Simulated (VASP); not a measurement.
A run of VASP 6.6.1 is set up as follows.

The input POSCAR:

```
CaTl2IrF6
1.0
    0.0000000000      4.2566670000      4.2566670000
    4.2566670000      0.0000000000      4.2566670000
    4.2566670000      4.2566670000      0.0000000000
Ir F Tl Ca
1 6 2 1
Direct
    0.5000000000      0.5000000000      0.5000000000
    0.7326000000      0.2674000000      0.2674000000
    0.2674000000      0.7326000000      0.2674000000
    0.2674000000      0.7326000000      0.7326000000
    0.7326000000      0.2674000000      0.7326000000
    0.2674000000      0.2674000000      0.7326000000
    0.7326000000      0.7326000000      0.2674000000
    0.2500000000      0.2500000000      0.2500000000
    0.7500000000      0.7500000000      0.7500000000
    0.0000000000      0.0000000000      0.0000000000
```

Contents of INCAR.step1:

```
SYSTEM = CaTl2IrF6
PREC = Accurate
ENCUT = 520
ISMEAR = -5
SIGMA = 0.1
LREAL = .False.
LASPH = .True.
NELM = 80
NBANDS = 54
GGA = PE
ALGO = Normal
EDIFF = 1E-4
LWAVE = .True.
LCHARG = .False.
```

INCAR.step2

```
SYSTEM = CaTl2IrF6
PREC = Accurate
ENCUT = 520
EDIFF = 1E-6
ISMEAR = -5
SIGMA = 0.1
LREAL = .False.
LASPH = .True.
NELM = 80
ALGO = Normal
ISIF = 2
LWAVE = .False.
LCHARG = .True.
METAGGA = R2SCAN
LMIXTAU = .True.
LELF = .True.
LVHAR = .True.
NBANDS = 54
ISTART = 1
```

File KPOINTS:

```
regular mesh
0
Gamma
  4 4 4
  0 0 0
```

Potentials or basis: VASP PAW PBE potentials, release 64 (Ir, F, Tl_d, Ca_sv).

Run with:

```bash
$ cat potpaw_PBE.64/Ir/POTCAR potpaw_PBE.64/F/POTCAR potpaw_PBE.64/Tl_d/POTCAR potpaw_PBE.64/Ca_sv/POTCAR > POTCAR
$ cp INCAR.step1 INCAR
$ mpirun -np 1 vasp_std > vasp.out
$ cp INCAR.step2 INCAR
$ mpirun -np 1 vasp_std > vasp.out
```

(1) Predict the pressure.

(2) What does it give for the largest force?

Results:

(1) 8.9 GPa.

(2) 1.652 eV/Å.

Caveat: the PAW data sets were made with another functional, which shifts forces and pressure a little; an odd number of electrons without spin polarisation forces a metal; a magnetic or distorted state may lie lower; tetrahedron occupations give inexact forces and stress in metals.
